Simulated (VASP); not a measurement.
Here is a VASP 6.6.1 calculation.

Contents of INCAR:

```
SYSTEM = Al32Si
  ALGO = Normal
  EDIFF = 1E-6
  ENCUT = 400
  GGA = PE
  GGA_COMPAT = .FALSE.
  ISIF = 2
  ISMEAR = 0
  IVDW = 12
  LASPH = .TRUE.
  LCHARG = .TRUE.
  LELF = .TRUE.
  LREAL = Auto
  LVHAR = .TRUE.
  LWAVE = .FALSE.
  NBANDS = 72
  NELM = 120
  PREC = Accurate
  SIGMA = 0.05
```

File KPOINTS:

```
k-points
0
G
  2 2 2
  0 0 0
```

POSCAR

```
Al32Si
1.0
    8.1000000000      0.0000000000      0.0000000000
    0.0000000000      8.1000000000      0.0000000000
    0.0000000000      0.0000000000      8.1000000000
Al Si
32 1
Direct
    0.4957424691      0.0035485185      0.0036492593
    0.7501139506      0.2472332099     -0.0015496296
    0.7501141975     -0.0017624691      0.2472603704
    0.0044614815      0.0035866667      0.0036906173
    0.2501056790      0.2489513580      0.0020102469
    0.4867722222      0.4995843210     -0.0081318519
    0.7501527160      0.7703309877     -0.0110791358
    0.2501054321      0.0019240741      0.2490406173
    0.5015571605      0.2527322222      0.2528838272
    0.7498818519      0.5285970370      0.1707603704
    0.4867018519     -0.0083235802      0.4997279012
    0.7498918519      0.1703407407      0.5285497531
    0.7501535802     -0.0111855556      0.7705095062
    0.0133102469      0.4995744444     -0.0080240741
    0.2500704938      0.7545586420     -0.0000298765
   -0.0011976543      0.2527325926      0.2528907407
    0.2501908642      0.5011690123      0.2462991358
    0.4952013580      0.7547185185      0.2478983951
    0.0133902469     -0.0082238272      0.4997239506
    0.2501934568      0.2461840741      0.5013046914
    0.4650504938      0.5074238272      0.5075239506
    0.7500981481      0.7610919753      0.5015171605
    0.2500730864     -0.0001466667      0.7547061728
    0.4952713580      0.2477913580      0.7547981481
    0.7500969136      0.5014267901      0.7612528395
    0.0049327160      0.7546434568      0.2479211111
    0.0356467901      0.5074885185      0.5075925926
    0.2501453086      0.7567834568      0.5009901235
    0.0048677778      0.2478107407      0.7547291358
    0.2501430864      0.5008406173      0.7569530864
    0.4965154321      0.7518429630      0.7519972840
    0.0037008642      0.7518344444      0.7519938272
    0.7505180247      0.4408960494      0.4412133333
```

Potentials or basis: VASP PAW PBE potentials, release 64 (Al, Si).

The run is started by

```sh
$ cat potpaw_PBE.64/Al/POTCAR potpaw_PBE.64/Si/POTCAR > POTCAR
$ mpirun -np 1 vasp_std > vasp.out
```

Estimate the pressure.

0.3 GPa.

Predict the band gap on the k mesh.

zero (band 50 reaches 8.51 eV, above the bottom of band 51 at 7.44 eV).

Forces in eV/Å, atoms in the order of the input:
```
Al   0.000  0.001  0.001
Al   0.000 -0.070 -0.099
Al   0.000 -0.099 -0.071
Al   0.000  0.000  0.001
Al   0.000  0.014  0.046
Al  -0.011 -0.006 -0.036
Al   0.000 -0.017  0.058
Al   0.000  0.046  0.014
Al   0.127  0.072  0.072
Al   0.002 -0.345 -0.124
Al  -0.011 -0.036 -0.006
Al   0.002 -0.123 -0.344
Al   0.000  0.060 -0.018
Al   0.011 -0.006 -0.037
Al   0.000  0.009  0.009
Al  -0.131  0.073  0.073
Al   0.000 -0.029 -0.049
Al   0.042 -0.031 -0.055
Al   0.011 -0.036 -0.006
Al   0.000 -0.049 -0.028
Al  -0.191  0.015  0.015
Al   0.000  0.129 -0.015
Al   0.000  0.009  0.009
Al   0.041 -0.055 -0.031
Al   0.000 -0.015  0.129
Al  -0.041 -0.031 -0.054
Al   0.191  0.014  0.014
Al   0.000  0.033 -0.054
Al  -0.040 -0.055 -0.030
Al   0.000 -0.054  0.032
Al   0.020  0.034  0.033
Al  -0.020  0.034  0.033
Si  -0.003  0.514  0.516
```

Caveat: the k points lie up to 0.39 Å⁻¹ apart.
